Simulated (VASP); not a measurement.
# H in VASP: further runs, part 2 of 2

VASP 6.6.1.

**3. Electric field gradients, r2SCAN (z stretched by +1 % at fixed volume)**

POSCAR reads:

```
H
1.0
   -1.6831397062      1.6831397062      2.0790587299
    1.6831397062     -1.6831397062      2.0790587299
    1.6831397062      1.6831397062     -2.0790587299
H
2
Direct
    0.9098622900      0.9098622900      0.0000000000
    0.0901377100      0.0901377100      0.0000000000
```

INCAR.step1 reads:

```
SYSTEM = H
PREC     = Accurate       ! precision mode
ENCUT    = 520            ! plane-wave cutoff, eV
ISMEAR   = -1             ! smearing method
SIGMA    = 0.01           ! smearing width, eV
LREAL    = .False.        ! projectors in reciprocal space
LASPH    = .True.         ! aspherical terms in the spheres
NELM     = 100            ! most SCF steps
NBANDS   = 8              ! bands
GGA      = PE             ! functional
ALGO     = Normal         ! electronic algorithm
EDIFF    = 1E-4           ! SCF threshold, eV
LWAVE    = .True.         ! write WAVECAR
LCHARG   = .False.        ! write CHGCAR
```

INCAR.step2 reads:

```
SYSTEM = H
PREC     = Accurate       ! precision mode
ENCUT    = 520            ! plane-wave cutoff, eV
EDIFF    = 1E-8           ! SCF threshold, eV
ISMEAR   = -1             ! smearing method
SIGMA    = 0.01           ! smearing width, eV
LREAL    = .False.        ! projectors in reciprocal space
LASPH    = .True.         ! aspherical terms in the spheres
NELM     = 100            ! most SCF steps
ALGO     = Normal         ! electronic algorithm
ISIF     = 2              ! what is computed and relaxed
LWAVE    = .False.        ! write WAVECAR
LCHARG   = .False.        ! write CHGCAR
METAGGA  = R2SCAN         ! meta-GGA
LMIXTAU  = .True.       
LEFG     = .True.       
NBANDS   = 8              ! bands
ISTART   = 1
```

KPOINTS reads:

```
regular mesh
0
Gamma
  12 12 12
  0 0 0
```

Potentials or basis: VASP PAW PBE potentials, release 64 (H).

Run with:

```sh
$ cat potpaw_PBE.64/H/POTCAR > POTCAR
$ cp INCAR.step1 INCAR
$ mpirun -np 1 vasp_std > vasp.out
$ cp INCAR.step2 INCAR
$ mpirun -np 1 vasp_std > vasp.out
```

OUTCAR:

```text
SYSTEM = H
   PREC = Accurate
   ENCUT = 520
   EDIFF = 1E-8
   ISMEAR = -1
   LREAL = .False.
   LASPH = .True.
   NELM = 100
   ISIF = 2
   METAGGA = R2SCAN
   ISTART = 1

 ion  position               nearest neighbor table
   1  0.910  0.910  0.000-   2 0.75
   2  0.090  0.090  0.000-   1 0.75

  LATTYP: Found a body centered tetragonal cell.
 ALAT       =     3.3662794124
 C/A-ratio  =     1.2352264772

  Lattice vectors:

 A1 = (  -1.6831397062,   1.6831397062,   2.0790587299)
 A2 = (   1.6831397062,  -1.6831397062,   2.0790587299)
[... 476 lines left out ...]
  free  energy   TOTEN  =        -6.9010983302 eV

  energy  without entropy=       -6.9010983302  energy(sigma->0) =       -6.90109833

 Electric field gradients (V/A^2)
---------------------------------------------------------------------
 ion       V_xx      V_yy      V_zz      V_xy      V_xz      V_yz
---------------------------------------------------------------------
   1     -15.648   -15.648    31.297     0.000     0.000     0.000
   2     -15.648   -15.648    31.297     0.000     0.000     0.000
---------------------------------------------------------------------

 Electric field gradients after diagonalization (V/A^2)
 (convention: |V_zz| > |V_xx| > |V_yy|)
----------------------------------------------------------------------
 ion       V_xx      V_yy      V_zz     asymmetry (V_yy - V_xx)/ V_zz
----------------------------------------------------------------------
   1     -15.649   -15.648    31.297       0.000
   2     -15.649   -15.648    31.297       0.000
----------------------------------------------------------------------

           NMR quadrupolar parameters

 Cq : quadrupolar parameter    Cq=e*Q*V_zz/h
 eta: asymmetry parameters     (V_yy - V_xx)/ V_zz
 Q  : nuclear electric quadrupole moment in mb (millibarn)
----------------------------------------------------------------------
 ion       Cq(MHz)       eta       Q (mb)
----------------------------------------------------------------------
   1       0.076       0.000       1.000
   2       0.076       0.000       1.000
----------------------------------------------------------------------
```

It took 2.1 min on 1 thread of Intel Xeon 8259CL, shared host; peak memory 0.15 GiB.

What came out:

- Free energy: -6.9011 eV
- Pressure: -0.4 GPa
- Largest force: 0.264 eV/Å
- Band gap on the k mesh: 9.60 eV (least direct gap 10.42 eV)
- Largest electric field gradient by atom: H +31.3 V/Å²

Forces in eV/Å, atoms in the order of the input:
```
H    0.000  0.000  0.264
H    0.000  0.000 -0.264
```

Electric field gradients, principal values (V/Å²):
| atom | least | middle | greatest (by size) |
| --- | --- | --- | --- |
| 1 H | -15.648 | -15.649 | 31.297 |
| 2 H | -15.648 | -15.649 | 31.297 |

Caveat: without QUAD_EFG the Cq values of the log hold for a quadrupole moment of 1 mb, not for the nuclei; the PAW data sets were made with another functional, which shifts forces and pressure a little. A k mesh can miss the band edges.

**4. Electric field gradients, r2SCAN (xy shear strain of +1 %)**

POSCAR reads:

```
H
1.0
   -1.6830767976      1.6830767976      2.0584739900
    1.6830767976     -1.6830767976      2.0584739900
    1.6999921424      1.6999921424     -2.0584739900
H
2
Direct
    0.9098622900      0.9098622900      0.0000000000
    0.0901377100      0.0901377100      0.0000000000
```

INCAR.step1 reads:

```
SYSTEM = H
  ALGO = Normal
  EDIFF = 1E-4
  ENCUT = 520
  GGA = PE
  ISMEAR = -1
  LASPH = .TRUE.
  LCHARG = .FALSE.
  LREAL = .FALSE.
  LWAVE = .TRUE.
  NBANDS = 8
  NELM = 60
  PREC = Accurate
  SIGMA = 0.01
```

INCAR.step2 reads:

```
SYSTEM = H
  ALGO = Normal
  EDIFF = 1E-8
  ENCUT = 520
  ISIF = 2
  ISMEAR = -1
  ISTART = 1
  LASPH = .TRUE.
  LCHARG = .FALSE.
  LEFG = .TRUE.
  LMIXTAU = .TRUE.
  LREAL = .FALSE.
  LWAVE = .FALSE.
  METAGGA = R2SCAN
  NBANDS = 8
  NELM = 60
  PREC = Accurate
  SIGMA = 0.01
```

KPOINTS reads:

```
k-points
0
G
  12 12 12
  0 0 0
```

Potentials or basis: VASP PAW PBE potentials, release 64 (H).

Run with:

```sh
$ cat potpaw_PBE.64/H/POTCAR > POTCAR
$ cp INCAR.step1 INCAR
$ mpirun -np 1 vasp_std > vasp.out
$ cp INCAR.step2 INCAR
$ mpirun -np 1 vasp_std > vasp.out
```

OUTCAR:

```text
SYSTEM = H
   EDIFF = 1E-8
   ENCUT = 520
   ISIF = 2
   ISMEAR = -1
   ISTART = 1
   LASPH = .TRUE.
   LREAL = .FALSE.
   METAGGA = R2SCAN
   NELM = 60
   PREC = Accurate

 ion  position               nearest neighbor table
   1  0.910  0.910  0.000-   2 0.74
   2  0.090  0.090  0.000-   1 0.74

  LATTYP: Found a face centered orthorhombic cell.
 ALAT       =     4.1169479800
 B/A-ratio  =     1.1563080443
 C/A-ratio  =     1.1679292308

  Lattice vectors:

 A1 = (   3.3830689400,   0.0169153448,   0.0000000000)
 A2 = (   1.6999921424,   1.6999921424,   2.0584739900)
 A3 = (   1.6830767976,  -1.6830767976,   2.0584739900)

Analysis of symmetry for initial positions (statically):
=====================================================================
 Subroutine PRICEL returns:
 Original cell was already a primitive cell.

 Routine SETGRP: Setting up the symmetry group for a
[... 452 lines left out ...]
  energy-cutoff  :      520.00
  volume of cell :       23.56
      direct lattice vectors                 reciprocal lattice vectors
    -1.683076798  1.683076798  2.058473990    -0.001477985  0.295596991  0.242898381
     1.683076798 -1.683076798  2.058473990     0.295596991 -0.001477985  0.242898381
     1.699992142  1.699992142 -2.058473990     0.294119007  0.294119007  0.000000000

 POSITION                                       TOTAL-FORCE (eV/Angst)
 -----------------------------------------------------------------------------------
      0.00000      0.00000      3.74586         0.000000      0.000000      0.003342
      0.00000      0.00000      0.37109        -0.000000     -0.000000     -0.003342
 -----------------------------------------------------------------------------------
    total drift:                               -0.000000      0.000000      0.000000

  FREE ENERGIE OF THE ION-ELECTRON SYSTEM (eV)
  ---------------------------------------------------
  free  energy   TOTEN  =        -6.9020086350 eV

  energy  without entropy=       -6.9020086350  energy(sigma->0) =       -6.90200863

 Electric field gradients (V/A^2)
---------------------------------------------------------------------
 ion       V_xx      V_yy      V_zz      V_xy      V_xz      V_yz
---------------------------------------------------------------------
   1     -16.385   -16.385    32.770    -0.003     0.000     0.000
   2     -16.385   -16.385    32.770    -0.003     0.000     0.000
---------------------------------------------------------------------

 Electric field gradients after diagonalization (V/A^2)
 (convention: |V_zz| > |V_xx| > |V_yy|)
----------------------------------------------------------------------
 ion       V_xx      V_yy      V_zz     asymmetry (V_yy - V_xx)/ V_zz
----------------------------------------------------------------------
   1     -16.388   -16.382    32.770       0.000
   2     -16.388   -16.382    32.770       0.000
----------------------------------------------------------------------

           NMR quadrupolar parameters

 Cq : quadrupolar parameter    Cq=e*Q*V_zz/h
 eta: asymmetry parameters     (V_yy - V_xx)/ V_zz
 Q  : nuclear electric quadrupole moment in mb (millibarn)
----------------------------------------------------------------------
 ion       Cq(MHz)       eta       Q (mb)
----------------------------------------------------------------------
   1       0.079       0.000       1.000
   2       0.079       0.000       1.000
----------------------------------------------------------------------
```

It took 4.3 min on 1 thread of Intel Xeon 8259CL, shared host; peak memory 0.17 GiB.

Results:

| Item | Value |
| --- | --- |
| Free energy | -6.9020 eV |
| Pressure | 0.0 GPa |
| Largest force | 0.003 eV/Å |
| Band gap on the k mesh | 9.67 eV (least direct gap 10.49 eV) |
| Largest electric field gradient by atom | H +32.8 V/Å² |

Forces in eV/Å, atoms in the order of the input:
```
H    0.000  0.000  0.003
H    0.000  0.000 -0.003
```

Electric field gradients, principal values (V/Å²):
| atom | least | middle | greatest (by size) |
| --- | --- | --- | --- |
| 1 H | -16.382 | -16.388 | 32.770 |
| 2 H | -16.382 | -16.388 | 32.770 |

Caveat: the cell differs from its parent crystal (xy shear strain of +1 %); without QUAD_EFG the Cq values of the log hold for a quadrupole moment of 1 mb, not for the nuclei; the PAW data sets were made with another functional, which shifts forces and pressure a little. A k mesh can miss the band edges.

**5. The runs side by side**

| cell | gap on the mesh (eV) | pressure (GPa) |
| --- | --- | --- |
| a = 3.156 Å, angles 115.2, 115.2, 98.6°, 2 atoms | 9.67 | 0.0 |
| a = 3.160 Å, angles 115.6, 115.6, 97.7°, 2 atoms | 9.60 | -0.4 |
| a = 3.147, b = 3.147, c = 3.165 Å, angles 115.2, 115.2, 98.3°, 2 atoms | 9.67 | 0.0 |

Alike in all rows: task electric field gradients; level r2SCAN; potentials or basis VASP PAW PBE potentials, release 64 (H); no spin polarisation; k mesh 12 × 12 × 12; cutoff (eV) 520; smearing fermi-dirac 0.01 eV.

Caveats: the PAW data sets were made with another functional, which shifts forces and pressure a little.

Total energies depend on the potentials used, so only differences within one code and one set of settings carry meaning.
